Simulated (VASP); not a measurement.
## ZnS: single point with r2SCAN

ZnS:

```xyz
4
Lattice="3.8068 0.0000 0.0000 -1.9034 3.2968 0.0000 0.0000 0.0000 6.2466" Properties=species:S:1:pos:R:3 pbc="T T T"
Zn    0.0000    2.1979    0.0022
Zn    1.9034    1.0989    3.1255
S     0.0000    2.1979    2.3402
S     1.9034    1.0989    5.4635
```

This cell differs from its parent crystal: atoms moved along the polar distortion.

```yaml
Program: VASP 6.6.1
Task: single point
Functional: r2SCAN
Potentials_or_basis: VASP PAW PBE potentials, release 64 (Zn, S)
Cutoff: 520 eV
k_mesh: 9 × 9 × 6
Occupations: gaussian, width 0.01 eV
Spin: no spin polarisation
```

| Quantity | Value |
| --- | --- |
| Pressure | 0.0 GPa |
| Largest force | 0.004 eV/Å |
| Band gap on the k mesh | 2.78 eV |

Forces on the atoms (eV/Å):
```
Zn   0.000  0.000 -0.004
Zn   0.000  0.000 -0.004
S    0.000  0.000  0.004
S    0.000  0.000  0.004
```

Levels at points of the mesh, in eV from the valence-band top:
```csv
k point,band 16,band 17,band 18,band 19,band 20,band 21
"(0.00, 0.00, 0.00)",-0.08,0.00,0.00,2.78,3.62,6.80
"(0.00, 0.00, 0.50)",-0.48,-0.48,-0.48,4.11,4.11,7.26
```

Wall time 8.6 min on 1 thread of Intel Xeon 8259CL (shared host), peak memory 0.25 GiB.

Caveat: the cell differs from its parent crystal (atoms moved along the polar distortion); the PAW data sets were made with another functional, which shifts forces and pressure a little. A k mesh can miss the band edges.
